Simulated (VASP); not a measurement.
# Fe (Im-3m) in VASP: single point with PBE

Aim: the single point of Fe with PBE.

All numbers are computed with VASP 6.6.1; they aren't measurements. Logs are shortened: lines on timing, memory, paths and dates and some standing lists are left out, and cuts for length are marked.

## 1. The cell of the first run

Symmetry: Im-3m, No. 229, cubic system. Conventional cell: a = 2.831 Å, b = 2.831 Å, c = 2.831 Å, α = 90.00°, β = 90.00°, γ = 90.00°. Fe (site symmetry m-3m) has 14 Fe at 2.45 to 2.83 Å within 3.2 Å.

## 2. Single point, PBE, collinear spin, ferromagnetic start

INCAR reads:

```
SYSTEM = Fe
PREC     = Accurate       ! precision mode
ENCUT    = 520            ! plane-wave cutoff, eV
EDIFF    = 1E-6           ! SCF threshold, eV
ISMEAR   = -1             ! smearing method
SIGMA    = 0.1            ! smearing width, eV
LREAL    = .False.        ! projectors in reciprocal space
LASPH    = .True.         ! aspherical terms in the spheres
NELM     = 150            ! most SCF steps
ALGO     = Normal         ! electronic algorithm
ISIF     = 2              ! what is computed and relaxed
LWAVE    = .False.        ! write WAVECAR
LCHARG   = .True.         ! write CHGCAR
ISPIN    = 2              ! spin polarisation
MAGMOM   = 2.5            ! initial moments
LORBIT   = 11             ! projections on sites
LMAXMIX  = 4              ! l up to which the mixer works
GGA      = PE             ! functional
LELF     = .True.         ! ELF
LVHAR    = .True.       
NBANDS   = 14             ! bands
```

KPOINTS reads:

```
regular mesh
0
Gamma
  21 21 21
  0 0 0
```

POSCAR reads:

```
Fe
1.0
   -1.4156766678      1.4156766678      1.4156766678
    1.4156766678     -1.4156766678      1.4156766678
    1.4156766678      1.4156766678     -1.4156766678
Fe
1
Direct
    0.0000000000      0.0000000000      0.0000000000
```

Potentials or basis: VASP PAW PBE potentials, release 64 (Fe).

Started as:

```
$ cat potpaw_PBE.64/Fe/POTCAR > POTCAR
$ mpirun -np 1 vasp_std > vasp.out
```

OUTCAR:

```text
SYSTEM = Fe
   PREC = Accurate
   ENCUT = 520
   EDIFF = 1E-6
   ISMEAR = -1
   LREAL = .False.
   LASPH = .True.
   NELM = 150
   ISIF = 2
   ISPIN = 2
   LORBIT = 11
   GGA = PE

 ion  position               nearest neighbor table
   1  0.000  0.000  0.000-

  LATTYP: Found a body centered cubic cell.
 ALAT       =     2.8313533356

  Lattice vectors:

 A1 = (  -1.4156766678,   1.4156766678,   1.4156766678)
 A2 = (   1.4156766678,  -1.4156766678,   1.4156766678)
 A3 = (   1.4156766678,   1.4156766678,  -1.4156766678)

Analysis of symmetry for initial positions (statically):
=====================================================================
 Subroutine PRICEL returns:
 Original cell was already a primitive cell.

 Routine SETGRP: Setting up the symmetry group for a
 body centered cubic supercell.

 Subroutine GETGRP returns: Found 48 space group operations
 (whereof 48 operations were pure point group operations)
 out of a pool of 48 trial point group operations.

The static configuration has the point symmetry O_h .

Analysis of symmetry for dynamics (positions and initial velocities):
=====================================================================
 Subroutine PRICEL returns:
 Original cell was already a primitive cell.

 Routine SETGRP: Setting up the symmetry group for a
 body centered cubic supercell.

 Subroutine GETGRP returns: Found 48 space group operations
 (whereof 48 operations were pure point group operations)
 out of a pool of 48 trial point group operations.

The dynamic configuration has the point symmetry O_h .

Analysis of structural, dynamic, and magnetic symmetry:
=====================================================================
 Subroutine PRICEL returns:
 Original cell was already a primitive cell.

 Routine SETGRP: Setting up the symmetry group for a
 body centered cubic supercell.

 Subroutine GETGRP returns: Found 48 space group operations
 (whereof 48 operations were pure point group operations)
 out of a pool of 48 trial point group operations.

The overall configuration has the point symmetry O_h .

 Subroutine INISYM returns: Found 48 space group operations
 (whereof 48 operations are pure point group operations),
 and found     1 'primitive' translations

----------------------------------------------------------------------------------------

                                     Primitive cell

  volume of cell :      11.3489

  direct lattice vectors                    reciprocal lattice vectors
    -1.415676668  1.415676668  1.415676668     0.000000000  0.353187992  0.353187992
     1.415676668 -1.415676668  1.415676668     0.353187992  0.000000000  0.353187992
     1.415676668  1.415676668 -1.415676668     0.353187992  0.353187992  0.000000000

  length of vectors
     2.452023916  2.452023916  2.452023916     0.499483249  0.499483249  0.499483249

  position of ions in fractional coordinates (direct lattice)
     0.000000000  0.000000000  0.000000000

  ion indices of the primitive-cell ions
   primitive index   ion index
                 1           1

----------------------------------------------------------------------------------------

 KPOINTS: regular mesh

Automatic generation of k-mesh.
 Grid dimensions read from file:
 generate k-points for:   21   21   21

 Generating k-lattice:

  Cartesian coordinates                     Fractional coordinates (reciprocal lattice)
     0.000000000  0.016818476  0.016818476     0.047619048  0.000000000  0.000000000
     0.016818476  0.000000000  0.016818476     0.000000000  0.047619048  0.000000000
     0.016818476  0.016818476  0.000000000     0.000000000  0.000000000  0.047619048

  Length of vectors
     0.023784917  0.023784917  0.023784917

  Shift w.r.t. Gamma in fractional coordinates (k-lattice)
     0.000000000  0.000000000  0.000000000

 Subroutine IBZKPT returns following result:
 ===========================================

 Found    286 irreducible k-points:

 Following reciprocal coordinates:
            Coordinates               Weight
  0.000000  0.000000  0.000000      1.000000
  0.047619  0.000000  0.000000     12.000000
  0.095238  0.000000  0.000000     12.000000
  0.142857  0.000000  0.000000     12.000000
  0.190476  0.000000  0.000000     12.000000
  0.238095  0.000000  0.000000     12.000000
[... 16 lines left out ...]
  0.142857  0.095238  0.000000     48.000000
  0.190476  0.095238 -0.000000     48.000000
 [... further k-points ...]
   k-points           NKPTS =    286   k-points in BZ     NKDIM =    286   number of bands    NBANDS=     14
   number of dos      NEDOS =    301   number of ions     NIONS =      1
   total plane-waves  NPLWV =   5832
   dimension x,y,z NGX =    18 NGY =   18 NGZ =   18
   dimension x,y,z NGXF=    36 NGYF=   36 NGZF=   36
   ions per type =               1
   NGX,Y,Z   is equivalent  to a cutoff of  12.20, 12.20, 12.20 a.u.
   NGXF,Y,Z  is equivalent  to a cutoff of  24.41, 24.41, 24.41 a.u.
 SYSTEM =  Fe
   PREC   = accura    normal or accurate (medium, high low for compatibility)
   ISTART =      0    job   : 0-new  1-cont  2-samecut
   ICHARG =      2    charge: 1-file 2-atom 10-const
   ISPIN  =      2    spin polarized calculation?
   LNONCOLLINEAR =      F non collinear calculations
   LSORBIT =      F    spin-orbit coupling
   LASPH  =      T    aspherical Exc in radial PAW
   ENCUT  =  520.0 eV  38.22 Ry    6.18 a.u.   4.56  4.56  4.56*2*pi/ulx,y,z
   NELM   =    150;   NELMIN=  2; NELMDL= -5     # of ELM steps
   EDIFF  = 0.1E-05   stopping-criterion for ELM
   LREAL  =      F    real-space projection
   EDIFFG = 0.1E-04   stopping-criterion for IOM
   NSW    =      0    number of steps for IOM
   IBRION =     -1    ionic relax: 0-MD 1-quasi-New 2-CG
   NFREE  =      0    steps in history (QN), initial steepest desc. (CG)
   ISIF   =      2    stress and relaxation
   ISYM   =      2    0-nonsym 1-usesym 2-fastsym
   POTIM  = 0.5000    time-step for ionic-motion
   TEBEG  =    0.0;   TEEND  =   0.0 temperature during run
   PSTRESS=    0.0 pullay stress
   NELECT =       8.0000    total number of electrons
   NUPDOWN=      -1.0000    fix difference up-down
   EMIN   =  10.00;   EMAX   =-10.00  energy-range for DOS
   EFERMI =   0.00;   METHOD = LEGACY
   ISMEAR =    -1;   SIGMA  =   0.10  broadening in eV -4-tet -1-fermi 0-gaus
   EFERMI_NEDOS =   21; number of points for ismear=-14 and -15
   IALGO  =     38    algorithm
   IMIX   =      4    mixing-type and parameters
     AMIX     =   0.40;   BMIX     =  1.00
     AMIX_MAG =   1.60;   BMIX_MAG =  1.00
  volume/ion in A,a.u.               =      11.35        76.59
  Fermi-wavevector in a.u.,A,eV,Ry     =   1.456982  2.753296 28.882387  2.122796
  Thomas-Fermi vector in A             =   2.573836
   LORBIT       =     11    0 simple, 1 ext, 2 COOP (PROOUT), +10 PAW based schemes
   GGA     = PE    functional components
   LHFCALC =     F    Hartree Fock is set to
   AEXX    =    0.0000 exact exchange contribution
   IVDW    =     0    specifies the selected vdW correction
   LEPSILON=     F    determine dielectric tensor
   LRPA    =     F    only Hartree local field effects (RPA)
 spin polarized calculation
  energy-cutoff  :      520.00
  volume of cell :       11.35
 maximum number of plane-waves:       321
   NGX =  9   NGY =  9   NGZ =  9

 number of electron       8.0000009 magnetization       2.1727328

 Free energy of the ion-electron system (eV)
  ---------------------------------------------------
  ext. energy  EPLUGINS =         0.00000000
  ---------------------------------------------------
  free energy    TOTEN  =        -8.25847809 eV

  energy without entropy =       -8.22678404  energy(sigma->0) =       -8.24263107

 E-fermi :   5.8468     XC(G=0): -13.1233

 val. band max:        5.8428371272   @ k =  -0.4286   0.4286   0.3333
 cond. band min:       5.8546186932   @ k =  -0.2381   0.2381   0.1905
 fundamental gap:      0.0117815660
 Fermi energy:         5.8467691235

 spin component 1

 k-point     1 :       0.0000    0.0000    0.0000
  band No.  band energies     occupation
      1      -2.6035      1.00000
      2       3.5384      1.00000
      3       3.5385      1.00000
      4       3.5385      1.00000
      5       4.7475      0.99998
      6       4.7475      0.99998
      7      30.8665      0.00000
      8      30.8665      0.00000
      9      30.8665      0.00000
     10      35.9553      0.00000
     11      35.9553      0.00000
     12      38.2701      0.00000
     13      38.2701      0.00000
     14      38.2701      0.00000
[... 375 lines left out ...]
 k-point    24 :       0.1905    0.0952   -0.0000
  band No.  band energies     occupation
      1      -0.2759      1.00000
      2       3.0244      1.00000
      3       3.2148      1.00000
      4       4.4948      1.00000
      5       4.8619      0.99995
      6       4.9345      0.99989
      7      22.3558      0.00000
      8      25.2593      0.00000
      9      28.9741      0.00000
     10      31.1127      0.00000
     11      35.2299      0.00000
     12      36.2022      0.00000
     13      41.5488      0.00000
     14      42.0709      0.00000

 [... further k-points ...]

 spin component 2

 k-point     1 :       0.0000    0.0000    0.0000
  band No.  band energies     occupation
      1      -2.4387      1.00000
      2       5.4276      0.98511
      3       5.4277      0.98509
      4       5.4277      0.98509
      5       7.4870      0.00000
      6       7.4872      0.00000
      7      30.6154      0.00000
      8      30.6154      0.00000
      9      30.6154      0.00000
     10      36.1548      0.00000
     11      36.1548      0.00000
     12      38.9153      0.00000
     13      38.9153      0.00000
     14      38.9154      0.00000
[... 375 lines left out ...]
 k-point    24 :       0.1905    0.0952   -0.0000
  band No.  band energies     occupation
      1      -0.0298      1.00000
      2       4.8066      0.99997
      3       4.9877      0.99981
      4       6.8786      0.00003
      5       7.0493      0.00001
      6       7.6416      0.00000
      7      22.9346      0.00000
      8      25.6274      0.00000
      9      29.5856      0.00000
     10      31.2280      0.00000
     11      35.6143      0.00000
     12      36.6579      0.00000
     13      41.8056      0.00000
     14      42.5537      0.00000

 [... further k-points ...]
[... 5 lines left out ...]
  --------------------------------------------------------------------------------------
  -------------------------------------------------------------------------------------
  Total       -0.0281757     -0.0281757     -0.0281757      0.0000000      0.0000000     -0.0000000
  in kB       -3.9777127     -3.9777127     -3.9777127      0.0000000      0.0000000     -0.0000000
  external PRESSURE =      -3.9777127 kB  Pullay stress =       0.0000000 kB

 VOLUME and BASIS-vectors are now :
 -----------------------------------------------------------------------------
  energy-cutoff  :      520.00
  volume of cell :       11.35
      direct lattice vectors                 reciprocal lattice vectors
    -1.415676668  1.415676668  1.415676668     0.000000000  0.353187992  0.353187992
     1.415676668 -1.415676668  1.415676668     0.353187992  0.000000000  0.353187992
     1.415676668  1.415676668 -1.415676668     0.353187992  0.353187992  0.000000000

 POSITION                                       TOTAL-FORCE (eV/Angst)
 -----------------------------------------------------------------------------------
      0.00000      0.00000      0.00000         0.000000     -0.000000      0.000000
 -----------------------------------------------------------------------------------
    total drift:                                0.000000      0.000000      0.000000

  FREE ENERGIE OF THE ION-ELECTRON SYSTEM (eV)
  ---------------------------------------------------
  free  energy   TOTEN  =        -8.2584780895 eV

  energy  without entropy=       -8.2267840424  energy(sigma->0) =       -8.24263107

 total charge

# of ion       s       p       d       tot
------------------------------------------
    1        0.488   0.542   6.241   7.270

 magnetization (x)

# of ion       s       p       d       tot
------------------------------------------
    1       -0.013  -0.055   2.239   2.170
```

Run time: 45 s. Hardware: 1 thread of Intel Xeon Platinum 8488C (Sapphire Rapids), shared host; peak memory 0.18 GiB.

What came out:

```
Free energy                                           : -8.2585 eV
Pressure                                              : -0.4 GPa
Net moment                                            : 2.17 μB per cell
Site moments                                          : Fe +2.17 μB
Valence electrons inside the program's atomic spheres : Fe 7.27
```
